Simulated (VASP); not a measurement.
Ta4C3, 7 atoms in the cell. The structure is tetragonal, space group P4/mmm (No. 123). Conventional cell: a = 4.226 Å, b = 4.226 Å, c = 4.755 Å, α = 90.00°, β = 90.00°, γ = 90.00°. Within 2.8 Å of Ta (site symmetry mmm) lie 4 C at 2.11 to 2.38 Å. Within 2.8 Å of Ta (site symmetry 4/mmm) lie 4 C at 2.11 Å. Ta (site symmetry 4/mmm) has 6 C at 2.11 to 2.38 Å within 2.8 Å. Within 2.8 Å of C (site symmetry mmm) lie 6 Ta at 2.11 to 2.38 Å. C (site symmetry 4/mmm) has 6 Ta at 2.11 to 2.38 Å within 2.8 Å.  This cell differs from its parent crystal: strain -0.040 along x and y, +0.080 along z.

```yaml
Program: VASP 6.6.1
Task: single point
Functional: PBEsol
Potentials_or_basis: VASP PAW PBE potentials, release 64 (Ta_pv, C)
Cutoff: 520 eV
k_mesh: 10 × 10 × 10
Occupations: gaussian, width 0.15 eV
Spin: no spin polarisation
Dipole_correction: no
Further_INCAR_settings: ALGO = Normal; EDIFF = 1e-07; NBANDS = 37
```

Potentials or basis: VASP PAW PBE potentials, release 64 (Ta_pv, C).

Command:

```console
$ cat potpaw_PBE.64/Ta_pv/POTCAR potpaw_PBE.64/C/POTCAR > POTCAR
$ mpirun -np 1 vasp_std > vasp.out
```

Hardware: 1 thread of Intel(R) Xeon(R) 6975P-C (Granite Rapids), on a shared host.

**Question.** How long does it take, and how much memory?

**Answer.** Wall time 2.4 min on 1 thread of Intel(R) Xeon(R) 6975P-C (Granite Rapids), on a shared host, peak memory 0.4 GiB. Counts: scf iterations 16, k points 126.
